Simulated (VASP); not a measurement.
Input of a VASP 6.6.1 run:

The input INCAR:

```
PREC     = Accurate       # precision mode
ENCUT    = 520            # plane-wave cutoff, eV
EDIFF    = 1E-6           # SCF threshold, eV
ISMEAR   = 0              # smearing method
SIGMA    = 0.05           # smearing width, eV
LREAL    = False          # projectors in reciprocal space
LASPH    = True           # aspherical terms in the spheres
NELM     = 60             # most SCF steps
ALGO     = Normal         # electronic algorithm
ISIF     = 2              # what is computed and relaxed
LWAVE    = False          # write WAVECAR
LCHARG   = False          # write CHGCAR
GGA      = PE             # functional
NBANDS   = 66             # bands
```

KPOINTS

```
Automatic mesh
0
Gamma
  5 7 3
```

Contents of POSCAR:

```
ZnS
1.0
    5.4431279699      0.0000000000      0.0000000000
    0.0000000000      2.7215639849     -2.7215639849
    0.0000000000      8.5182453454      8.5182453454
Zn S
6 6
Direct
    0.5000000000      0.5000000000      0.0798585730
    0.0000000000      0.0000000000      0.2396076689
    0.5000000000      0.5000000000      0.3993567648
    0.0000000000      0.0000000000      0.5591058607
    0.5000000000      0.5000000000      0.7188549566
    0.0000000000      0.0000000000      0.8786040525
    0.7500000000      0.0000000000      0.3993567648
    0.2500000000      0.5000000000      0.5591058607
    0.7500000000      0.0000000000      0.7188549566
    0.2500000000      0.5000000000      0.8786040525
    0.7500000000      0.0000000000      0.0798585730
    0.2500000000      0.5000000000      0.2396076689
```

Potentials or basis: VASP PAW PBE potentials, release 64 (Zn, S).

The run is started by

```bash
$ cat potpaw_PBE.64/Zn/POTCAR potpaw_PBE.64/S/POTCAR > POTCAR
$ mpirun -np 1 vasp_std > vasp.out
```

Estimate the pressure.

-1.4 GPa.

What does it give for the band gap on the k mesh?

1.78 eV, direct.

Stress tensor (GPa, compression positive):
```
-0.90  0.00  0.00
 0.00 -1.65 -1.24
 0.00 -1.24 -1.65
```

A hybrid or GW would open this gap; PBE tends to underestimate it.
